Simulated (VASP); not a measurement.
# BN in VASP: further runs, part 3 of 3

VASP 6.6.1.

**6. Single point, PBE (uniaxial strain along a: -4.0 %, then relaxed in part)**

Input file INCAR:

```
PREC = Accurate
ENCUT = 520
EDIFF = 1E-6
ISMEAR = 0
SIGMA = 0.02
LREAL = F
LASPH = T
NELM = 80
ALGO = Normal
ISIF = 2
LWAVE = F
LCHARG = F
GGA = PE
NBANDS = 16
```

Input file KPOINTS:

```
regular mesh
0
Gamma
  12 12 4
```

Input file POSCAR:

```
BN
1.0
    2.4116938823      0.0003814831      0.0000000000
   -1.2054993601      2.1959117680      0.0000000000
    0.0000000000      0.0000000000      8.4834212394
B N
2 2
Direct
    0.3264416345      0.6525902788      0.2500000000
    0.6735583655      0.3474097212      0.7500000000
    0.3438745516      0.6881408291      0.7500000000
    0.6561254484      0.3118591709      0.2500000000
```

Potentials or basis: VASP PAW PBE potentials, release 64 (B, N).

The run is started by

```console
cat potpaw_PBE.64/B/POTCAR potpaw_PBE.64/N/POTCAR > POTCAR
mpirun -np 1 vasp_std > vasp.out
```

Run time: 3.7 min. Hardware: 1 thread of Intel Xeon 8259CL, shared host; peak memory 0.26 GiB.

It converged, with:

* Free energy: -35.0447 eV
* Pressure: 9.5 GPa
* Largest force: 0.003 eV/Å
* Band gap on the k mesh: 4.31 eV (least direct gap 4.78 eV)

Forces in eV/Å, atoms in the order of the input:
```
B    0.000  0.003  0.000
B    0.000 -0.003  0.000
N    0.000  0.003  0.000
N    0.000 -0.003  0.000
```

Stress tensor (GPa, compression positive):
```
28.50 -0.08  0.00
-0.08  0.05  0.00
 0.00  0.00 -0.11
```

Levels at points of the mesh, in eV from the valence-band top:
```
           k point  band 6  band 7  band 8  band 9  band 10  band 11
(0.00, 0.00, 0.00)   -1.64   -0.93   -0.93    4.31     7.57     9.93
(0.50, 0.00, 0.00)   -4.47   -0.91   -0.71    4.80     5.20     9.49
(0.00, 0.50, 0.00)   -3.55   -1.29   -1.10    4.45     4.83    10.39
(0.50, 0.50, 0.00)   -4.48   -0.91   -0.71    4.80     5.20     9.48
(0.00, 0.00, 0.50)   -1.64   -0.93   -0.93    5.55     5.55    11.16
(0.50, 0.00, 0.50)   -4.47   -0.81   -0.81    4.98     4.98     9.70
(0.00, 0.50, 0.50)   -3.55   -1.20   -1.20    4.61     4.61    10.99
(0.50, 0.50, 0.50)   -4.48   -0.81   -0.81    4.98     4.98     9.68
```

Caveat: the cell differs from its parent crystal (uniaxial strain along a: -4.0 %, then relaxed in part); the stress differs along the axes, from -0 to 29 GPa; this functional lacks dispersion, which binds layers or chains, so the pressure and a relaxed spacing across them are unreliable. A k mesh can miss the band edges.

**7. Single point, PBE**

This run uses another cell than the first one, of 11.23 Å³/atom.

Input file INCAR:

```
SYSTEM = BN
ALGO     = Normal         ! electronic algorithm
EDIFF    = 1E-6           ! SCF threshold, eV
ENCUT    = 520            ! plane-wave cutoff, eV
GGA      = PE             ! functional
ISIF     = 2              ! what is computed and relaxed
ISMEAR   = 0              ! smearing method
LASPH    = .True.         ! aspherical terms in the spheres
LCHARG   = .True.         ! write CHGCAR
LELF     = .True.         ! ELF
LREAL    = .False.        ! projectors in reciprocal space
LVHAR    = .True.       
LWAVE    = .False.        ! write WAVECAR
NBANDS   = 16             ! bands
NELM     = 80             ! most SCF steps
PREC     = Accurate       ! precision mode
SIGMA    = 0.02           ! smearing width, eV
```

Input file KPOINTS:

```
k-points
0
Gamma
  12 12 4
  0 0 0
```

POSCAR is that of step 6.

Potentials or basis: VASP PAW PBE potentials, release 64 (B, N).

The run is started by

```console
cat potpaw_PBE.64/B/POTCAR potpaw_PBE.64/N/POTCAR > POTCAR
mpirun -np 1 vasp_std > vasp.out
```

OUTCAR:

```text
SYSTEM = BN
   EDIFF = 1E-6
   ENCUT = 520
   GGA = PE
   ISIF = 2
   ISMEAR = 0
   LASPH = .True.
   LREAL = .False.
   NELM = 80
   PREC = Accurate

 ion  position               nearest neighbor table
   1  0.326  0.653  0.250-   4 1.42   4 1.42   4 1.45
   2  0.674  0.347  0.750-   3 1.42   3 1.42   3 1.45
   3  0.344  0.688  0.750-   2 1.42   2 1.42   2 1.45
   4  0.656  0.312  0.250-   1 1.42   1 1.42   1 1.45

  LATTYP: Found a simple monoclinic cell.
 ALAT       =     2.4116939125
 B/A-ratio  =     3.5176193776
 C/A-ratio  =     1.0387082432
 COS(beta)  =    -0.4810896996

  Lattice vectors:

 A1 = (   2.4116938823,   0.0003814831,   0.0000000000)
 A2 = (   0.0000000000,   0.0000000000,  -8.4834212394)
 A3 = (  -1.2054993601,   2.1959117680,   0.0000000000)

Analysis of symmetry for initial positions (statically):
=====================================================================
 Subroutine PRICEL returns:
 Original cell was already a primitive cell.

 Routine SETGRP: Setting up the symmetry group for a
 simple monoclinic supercell.

 Subroutine GETGRP returns: Found  4 space group operations
 (whereof  2 operations were pure point group operations)
 out of a pool of  4 trial point group operations.

The static configuration has the point symmetry S_2 .
 The point group associated with its full space group is C_2h.

Analysis of symmetry for dynamics (positions and initial velocities):
=====================================================================
 Subroutine PRICEL returns:
 Original cell was already a primitive cell.

 Routine SETGRP: Setting up the symmetry group for a
 simple monoclinic supercell.

 Subroutine GETGRP returns: Found  4 space group operations
 (whereof  2 operations were pure point group operations)
 out of a pool of  4 trial point group operations.

The dynamic configuration has the point symmetry S_2 .
 The point group associated with its full space group is C_2h.

 Subroutine INISYM returns: Found  4 space group operations
 (whereof  2 operations are pure point group operations),
 and found     1 'primitive' translations

----------------------------------------------------------------------------------------

                                     Primitive cell

  volume of cell :      44.9310

  direct lattice vectors                    reciprocal lattice vectors
     2.411693882  0.000381483  0.000000000     0.414610319  0.227610454  0.000000000
    -1.205499360  2.195911768  0.000000000    -0.000072028  0.455352162  0.000000000
     0.000000000  0.000000000  8.483421239     0.000000000  0.000000000  0.117876971

  length of vectors
     2.411693912  2.505046347  8.483421239     0.472978050  0.455352167  0.117876971

  position of ions in fractional coordinates (direct lattice)
     0.326441635  0.652590279  0.250000000
     0.673558365  0.347409721  0.750000000
     0.343874552  0.688140829  0.750000000
     0.656125448  0.311859171  0.250000000

  ion indices of the primitive-cell ions
   primitive index   ion index
                 1           1
                 2           2
                 3           3
                 4           4

----------------------------------------------------------------------------------------

 KPOINTS: k-points

Automatic generation of k-mesh.
 Grid dimensions read from file:
 generate k-points for:   12   12    4

 Generating k-lattice:

  Cartesian coordinates                     Fractional coordinates (reciprocal lattice)
     0.034550860  0.018967538  0.000000000     0.083333333  0.000000000  0.000000000
    -0.000006002  0.037946013  0.000000000     0.000000000  0.083333333  0.000000000
     0.000000000  0.000000000  0.029469243     0.000000000  0.000000000  0.250000000

  Length of vectors
     0.039414837  0.037946014  0.029469243

  Shift w.r.t. Gamma in fractional coordinates (k-lattice)
     0.000000000  0.000000000  0.000000000

 Subroutine IBZKPT returns following result:
 ===========================================

 Found    222 irreducible k-points:

 Following reciprocal coordinates:
            Coordinates               Weight
  0.000000  0.000000  0.000000      1.000000
  0.083333 -0.000000  0.000000      2.000000
  0.166667 -0.000000  0.000000      2.000000
  0.250000 -0.000000  0.000000      2.000000
  0.333333 -0.000000  0.000000      2.000000
  0.416667 -0.000000  0.000000      2.000000
[... 16 lines left out ...]
  0.250000  0.166667  0.000000      2.000000
  0.333333  0.166667  0.000000      2.000000
 [... further k-points ...]
   k-points           NKPTS =    222   k-points in BZ     NKDIM =    222   number of bands    NBANDS=     16
   number of dos      NEDOS =    301   number of ions     NIONS =      4
   total plane-waves  NPLWV =  23040
   dimension x,y,z NGX =    18 NGY =   20 NGZ =   64
   dimension x,y,z NGXF=    36 NGYF=   40 NGZF=  128
   ions per type =               2   2
   NGX,Y,Z   is equivalent  to a cutoff of  12.41, 13.27, 12.54 a.u.
   NGXF,Y,Z  is equivalent  to a cutoff of  24.82, 26.55, 25.08 a.u.
 SYSTEM =  BN
   PREC   = accura    normal or accurate (medium, high low for compatibility)
   ISTART =      0    job   : 0-new  1-cont  2-samecut
   ICHARG =      2    charge: 1-file 2-atom 10-const
   ISPIN  =      1    spin polarized calculation?
   LNONCOLLINEAR =      F non collinear calculations
   LSORBIT =      F    spin-orbit coupling
   LASPH  =      T    aspherical Exc in radial PAW
   ENCUT  =  520.0 eV  38.22 Ry    6.18 a.u.   4.48  4.66 15.77*2*pi/ulx,y,z
   NELM   =     80;   NELMIN=  2; NELMDL= -5     # of ELM steps
   EDIFF  = 0.1E-05   stopping-criterion for ELM
   LREAL  =      F    real-space projection
   EDIFFG = 0.1E-04   stopping-criterion for IOM
   NSW    =      0    number of steps for IOM
   IBRION =     -1    ionic relax: 0-MD 1-quasi-New 2-CG
   NFREE  =      0    steps in history (QN), initial steepest desc. (CG)
   ISIF   =      2    stress and relaxation
   ISYM   =      2    0-nonsym 1-usesym 2-fastsym
   POTIM  = 0.5000    time-step for ionic-motion
   TEBEG  =    0.0;   TEEND  =   0.0 temperature during run
   PSTRESS=    0.0 pullay stress
   NELECT =      16.0000    total number of electrons
   NUPDOWN=      -1.0000    fix difference up-down
   EMIN   =  10.00;   EMAX   =-10.00  energy-range for DOS
   EFERMI =   0.00;   METHOD = LEGACY
   ISMEAR =     0;   SIGMA  =   0.02  broadening in eV -4-tet -1-fermi 0-gaus
   EFERMI_NEDOS =   21; number of points for ismear=-14 and -15
   IALGO  =     38    algorithm
   IMIX   =      4    mixing-type and parameters
     AMIX     =   0.40;   BMIX     =  1.00
     AMIX_MAG =   1.60;   BMIX_MAG =  1.00
  volume/ion in A,a.u.               =      11.23        75.80
  Fermi-wavevector in a.u.,A,eV,Ry     =   1.160378  2.192797 18.319939  1.346478
  Thomas-Fermi vector in A             =   2.296961
   LORBIT       =      0    0 simple, 1 ext, 2 COOP (PROOUT), +10 PAW based schemes
   GGA     = PE    functional components
   LHFCALC =     F    Hartree Fock is set to
   AEXX    =    0.0000 exact exchange contribution
   IVDW    =     0    specifies the selected vdW correction
   LEPSILON=     F    determine dielectric tensor
   LRPA    =     F    only Hartree local field effects (RPA)
 non-spin polarized calculation
 Gauss-broadening in eV      SIGMA  =   0.02
  energy-cutoff  :      520.00
  volume of cell :       44.93
 maximum number of plane-waves:      1235
 NGX is ok and might be reduce to    18
   NGX =  9   NGY =  9   NGZ = 31

 number of electron      15.9999997 magnetization

 Free energy of the ion-electron system (eV)
  ---------------------------------------------------
  ext. energy  EPLUGINS =         0.00000000
  ---------------------------------------------------
  free energy    TOTEN  =       -35.04472311 eV

  energy without entropy =      -35.04472311  energy(sigma->0) =      -35.04472311

 E-fermi :   0.7609     XC(G=0):  -8.5573

 val. band max:        0.6766145124   @ k =   0.3333   0.3333   0.0000
 cond. band min:       4.9883725000   @ k =   0.0000   0.0000   0.0000
 fundamental gap:      4.3117579876
 Fermi energy:         0.7609443331

 k-point     1 :       0.0000    0.0000    0.0000
  band No.  band energies     occupation
      1     -17.2400      2.00000
      2     -17.2062      2.00000
      3      -5.0274      2.00000
      4      -4.5000      2.00000
      5      -0.9632      2.00000
      6      -0.9605      2.00000
[... 433 lines left out ...]
      3      -7.3357      2.00000
      4      -7.3280      2.00000
      5      -4.9317      2.00000
      6      -4.9269      2.00000
[... 8 lines left out ...]
     15      15.9695      0.00000
     16      16.2709      0.00000

 [... further k-points ...]
[... 5 lines left out ...]
  --------------------------------------------------------------------------------------
  -------------------------------------------------------------------------------------
  Total        7.9934285      0.0135229     -0.0318047     -0.0233153      0.0000000      0.0000000
  in kB      285.0347859      0.4822095     -1.1341115     -0.8313926      0.0000000      0.0000000
  external PRESSURE =      94.7942946 kB  Pullay stress =       0.0000000 kB

 VOLUME and BASIS-vectors are now :
 -----------------------------------------------------------------------------
  energy-cutoff  :      520.00
  volume of cell :       44.93
      direct lattice vectors                 reciprocal lattice vectors
     2.411693882  0.000381483  0.000000000     0.414610319  0.227610454  0.000000000
    -1.205499360  2.195911768  0.000000000    -0.000072028  0.455352162  0.000000000
     0.000000000  0.000000000  8.483421239     0.000000000  0.000000000  0.117876971

 POSITION                                       TOTAL-FORCE (eV/Angst)
 -----------------------------------------------------------------------------------
      0.00058      1.43316      2.12086        -0.000007      0.002999      0.000000
      1.20561      0.76314      6.36257         0.000007     -0.002999      0.000000
     -0.00023      1.51123      6.36257        -0.000184      0.003287      0.000000
      1.20643      0.68507      2.12086         0.000184     -0.003287     -0.000000
 -----------------------------------------------------------------------------------
    total drift:                                0.000000     -0.000000      0.000000

  FREE ENERGIE OF THE ION-ELECTRON SYSTEM (eV)
  ---------------------------------------------------
  free  energy   TOTEN  =       -35.0447231068 eV

  energy  without entropy=      -35.0447231068  energy(sigma->0) =      -35.04472311
```

Wall time 3.6 min (1 thread of Intel Xeon 8259CL, shared host); peak memory 0.25 GiB.

Results:

```yaml
Free_energy: -35.0447 eV
Pressure: 9.5 GPa
Largest_force: 0.003 eV/Å
Band_gap_on_the_k_mesh: 4.31 eV (least direct gap 4.78 eV)
```

Forces on the atoms (eV/Å):
```
B    0.000  0.003  0.000
B    0.000 -0.003  0.000
N    0.000  0.003  0.000
N    0.000 -0.003  0.000
```

Caveat: the stress differs along the axes, from -0 to 29 GPa; this functional lacks dispersion, which binds layers or chains, so the pressure and a relaxed spacing across them are unreliable.

**8. Summary**

| cell | gap on the mesh (eV) | pressure (GPa) | largest force (eV/Å) |
| --- | --- | --- | --- |
| a = 2.361, b = 2.503, c = 8.483 Å, angles 90.0, 90.0, 118.1°, 4 atoms, atomic positions A | 4.27 | 14.8 | - |
| a = 2.361, b = 2.504, c = 8.468 Å, angles 90.0, 90.0, 118.1°, 4 atoms, atomic positions B | 4.28 | 14.9 | 0.44 |
| a = 2.412, b = 2.506, c = 8.427 Å, angles 90.0, 90.0, 118.8°, 4 atoms, atomic positions C | 4.33 | 9.5 | 0.38 |
| a = 2.412, b = 2.505, c = 8.483 Å, angles 90.0, 90.0, 118.8°, 4 atoms, atomic positions B | 4.31 | 9.5 | - |

Alike in all rows: task single point; level PBE; potentials or basis VASP PAW PBE potentials, release 64 (B, N); no spin polarisation; k mesh 12 × 12 × 4; cutoff (eV) 520; smearing gaussian 0.02 eV.

Caveats: this functional lacks dispersion, which binds layers or chains, so the pressure and a relaxed spacing across them are unreliable (at least some runs); the stress differs along the axes, from -0 to 45 GPa (at least some runs); the stress differs along the axes, from -1 to 46 GPa (at least some runs); the stress differs along the axes, from -1 to 30 GPa (at least some runs); the stress differs along the axes, from -0 to 29 GPa (at least some runs).

Total energies depend on the potentials used, so only differences within one code and one set of settings carry meaning.
